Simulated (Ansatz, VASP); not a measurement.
# Two plane-wave programs on RbBr

POSCAR

```
RbBr
1.0
    4.2297890482     -0.1185688872     -0.1185688872
   -0.1185688872      4.2297890482     -0.1185688872
   -0.1185688872     -0.1185688872      4.2297890482
Rb Br
1 1
Direct
    0.0000000000      0.0000000000      0.0000000000
    0.5000000000      0.5000000000      0.5000000000
```

The input INCAR.step1:

```
SYSTEM = RbBr
ALGO = Normal ; EDIFF = 1E-4
ENCUT = 520 ; GGA = PE
ISMEAR = 0 ; LASPH = .TRUE.
LCHARG = .FALSE. ; LREAL = .FALSE.
LWAVE = .TRUE. ; NBANDS = 15
NELM = 60 ; PREC = Accurate
SIGMA = 0.01
```

The input INCAR.step2:

```
SYSTEM = RbBr
ALGO = Normal ; EDIFF = 1E-6
ENCUT = 520 ; ISIF = 2
ISMEAR = 0 ; ISTART = 1
LASPH = .TRUE. ; LCHARG = .FALSE.
LMIXTAU = .TRUE. ; LREAL = .FALSE.
LWAVE = .FALSE. ; METAGGA = R2SCAN
NBANDS = 15 ; NELM = 60
PREC = Accurate ; SIGMA = 0.01
```

Contents of KPOINTS:

```
k-points
0
G
  6 6 6
  0 0 0
```

Input for Ansatz:

```yaml
crystal:
  lattice:
    - [4.2297890482, -0.1185688872, -0.1185688872]
    - [-0.1185688872, 4.2297890482, -0.1185688872]
    - [-0.1185688872, -0.1185688872, 4.2297890482]
  atoms:
    - { symbol: Rb, position: [0.0, 0.0, 0.0] }
    - { symbol: Br, position: [0.5, 0.5, 0.5] }
kpoints:
  mp_grid: { grid: [6, 6, 6] }
  band_path:
    path:
      - [0.0, 0.0, 0.0]
      - [0.0, 0.5, 0.0]
      - [0.5, 0.5, 0.0]
      - [0.5, 0.5, 0.5]
      - [0.0, 0.5, 0.5]
    npoints: 1
hamiltonian:
  xc: r2scan
scf:
  occupations: { method: fixed }
  n_extra_bands: 4
output:
  forces: true
  stress: true
  eigenvalues: true
```

Change from the starting cell: epitaxial_111 strain +5.3%.

Alike in both runs: task single point; functional r2SCAN; k mesh 6 × 6 × 6; no spin polarisation.

|  | VASP | Ansatz |
| --- | --- | --- |
| version | VASP 6.6.1 | Ansatz 0.2.0 |
| potentials or method | VASP PAW PBE potentials, release 64 (Rb_sv, Br) | plane waves, PAW |
| plane-wave cutoff (eV) | 520 | 500 |
| occupations | gaussian, width 0.01 eV | fixed |
| valence electrons in the cell | 16 | 16 |

|  | VASP | Ansatz | Ansatz less VASP |
| --- | --- | --- | --- |
| gap on the k mesh at the Fermi level (eV) | 4.58 | 4.58 | -0.003 |
| pressure (GPa) | -0.8 | -0.8 | -0.02 |
| traceless stress, the component that is largest in VASP (GPa) | 0.41 | 0.41 | -0.004 |

VASP's potentials were made for PBE, not for r2SCAN.
